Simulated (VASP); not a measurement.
Ge:

```
CELL_PARAMETERS angstrom
2.84810 0.00000 0.00000
-1.42405 2.46653 0.00000
0.00000 0.00000 2.80430
ATOMIC_POSITIONS crystal
Ge 0.00000 0.00000 0.50000
```

```yaml
Program: VASP 6.6.1
Task: relaxation of cell and atoms
Functional: PBE
Potentials_or_basis: VASP PAW PBE potentials, release 64 (Ge_d)
Cutoff: 600 eV
k_mesh: 24 × 24 × 20
Occupations: gaussian, width 0.1 eV
Spin: no spin polarisation
```

At the start: pressure -0.8 GPa; volume 19.70 Å³/atom.

**Question.** Where does the relaxation end?

**Answer.** Over 10 steps the energy falls by 20.6 meV/atom and the volume is 19.35 Å³/atom (-1.8 %); space group P6/mmm (No. 191, to 0.05 Å).

The path:
| step | energy change (eV) | largest force (eV/Å) | pressure (GPa) | volume (Å³) |
| --- | --- | --- | --- | --- |
| 1 | 0.0000 | 0.0000 | -0.78 | 19.70 |
| 2 | -0.0205 | 0.0000 | -0.05 | 19.41 |
| 3 | -0.0205 | 0.0000 | -0.17 | 19.42 |
| 4 | -0.0205 | 0.0000 | -0.20 | 19.42 |
| 5 | -0.0205 | 0.0000 | -0.09 | 19.36 |
| 6 | -0.0205 | 0.0000 | 0.01 | 19.34 |
| 7 | -0.0205 | 0.0000 | 0.02 | 19.35 |
| 8 | -0.0205 | 0.0000 | 0.02 | 19.35 |
| 9 | -0.0205 | 0.0000 | -0.01 | 19.36 |
| 10 | -0.0206 | 0.0000 | -0.05 | 19.35 |

Final structure:
```cif
data_structure
_symmetry_space_group_name_H-M 'P 1'
_symmetry_Int_Tables_number 1
_cell_length_a 2.8800
_cell_length_b 2.8800
_cell_length_c 2.6938
_cell_angle_alpha 90.000
_cell_angle_beta 90.000
_cell_angle_gamma 120.000
_cell_volume 19.35
loop_
_atom_site_label
_atom_site_type_symbol
_atom_site_fract_x
_atom_site_fract_y
_atom_site_fract_z
_atom_site_occupancy
Ge1 Ge 0.00000 0.00000 0.50000 1
```
